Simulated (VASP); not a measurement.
Here is a VASP 6.6.1 calculation.

POSCAR

```
K
1.0
    4.8277771717      0.0000000000      0.0000000000
   -2.4138885859      4.1809776745      0.0000000000
    0.0000000000      0.0000000000     15.7673763375
K
4
Direct
    0.0000000000      0.0000000000      0.0000000000
    0.0000000000      0.0000000000      0.5000000000
    0.3333333333      0.6666666667      0.2500000000
    0.6666666667      0.3333333333      0.7500000000
```

Contents of INCAR.step1:

```
SYSTEM = K
PREC = Accurate
ENCUT = 520
ISMEAR = -1
SIGMA = 0.1
LREAL = .False.
LASPH = .True.
NELM = 100
NBANDS = 26
GGA = PE
ALGO = Normal
EDIFF = 1E-4
LWAVE = .True.
LCHARG = .False.
```

INCAR.step2

```
SYSTEM = K
PREC = Accurate
ENCUT = 520
EDIFF = 1E-6
ISMEAR = -1
SIGMA = 0.1
LREAL = .False.
LASPH = .True.
NELM = 100
ALGO = Normal
ISIF = 2
LWAVE = .False.
LCHARG = .True.
METAGGA = R2SCAN
LMIXTAU = .True.
LELF = .True.
LVHAR = .True.
NBANDS = 26
ISTART = 1
```

Contents of KPOINTS:

```
Automatic mesh
0
Gamma
  9 9 3
  0 0 0
```

Potentials or basis: VASP PAW PBE potentials, release 64 (K_sv).

Command:

```console
$ cat potpaw_PBE.64/K_sv/POTCAR > POTCAR
$ cp INCAR.step1 INCAR
$ mpirun -np 1 vasp_std > vasp.out
$ cp INCAR.step2 INCAR
$ mpirun -np 1 vasp_std > vasp.out
```

Question: Estimate the band gap on the k mesh.

Answer: Zero (bands 18 and 19 overlap by 2.32 eV).

Question: Estimate the pressure.

Answer: -0.1 GPa.

Caveat: the PAW data sets were made with another functional, which shifts forces and pressure a little.
